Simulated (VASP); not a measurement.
Runs of VASP 6.6.1 on Cu. The structure is that of space group Fm-3m (No. 225), or close to it. The cells are those of the table. 

| task | cell | cutoff (eV) | gap on the mesh (eV) | pressure (GPa) |
| --- | --- | --- | --- | --- |
| relaxation of cell and atoms | relaxed from a = 2.556 Å, angles 60.0°, 1 atom | 600 | none | 0.0 |
| single point | a = 2.414 Å, angles 60.0°, 1 atom | 520 | none | 30.7 |
| single point | a = 2.389 Å, angles 60.0°, 1 atom | 520 | none | (a) |
| relaxation of cell and atoms | relaxed to 40 GPa from a = 2.556 Å, angles 60.0°, 1 atom | 600 | none | 40.1 |
| single point | a = 2.520 Å, angles 60.0°, 1 atom | 520 | none | (b) |
| relaxation of cell and atoms | relaxed to 20 GPa from a = 2.556 Å, angles 60.0°, 1 atom | 600 | none | 19.9 |
| relaxation of cell and atoms | relaxed to 30 GPa from a = 2.556 Å, angles 60.0°, 1 atom | 600 | none | 30.0 |
| relaxation of cell and atoms | relaxed to 10 GPa from a = 2.556 Å, angles 60.0°, 1 atom | 600 | none | 10.1 |
| single point | a = 2.477 Å, angles 60.0°, 1 atom | 520 | none | 10.7 |
| single point | a = 2.442 Å, angles 60.0°, 1 atom | 520 | none | 20.7 |

Alike in all rows: level PBEsol; potentials or basis VASP PAW PBE potentials, release 64 (Cu); no spin polarisation; k mesh 16 × 16 × 16; smearing fermi-dirac 0.1 eV.

Question: Estimate the missing entries.

Answer: (a) 40.8; (b) 0.7.

Caveats: the PAW data sets were made with another functional, which shifts forces and pressure a little; the cell is relaxed towards a set pressure, so the enthalpy falls and the energy may rise (some runs).

A gap of «none» marks levels without a gap at the run's occupations.
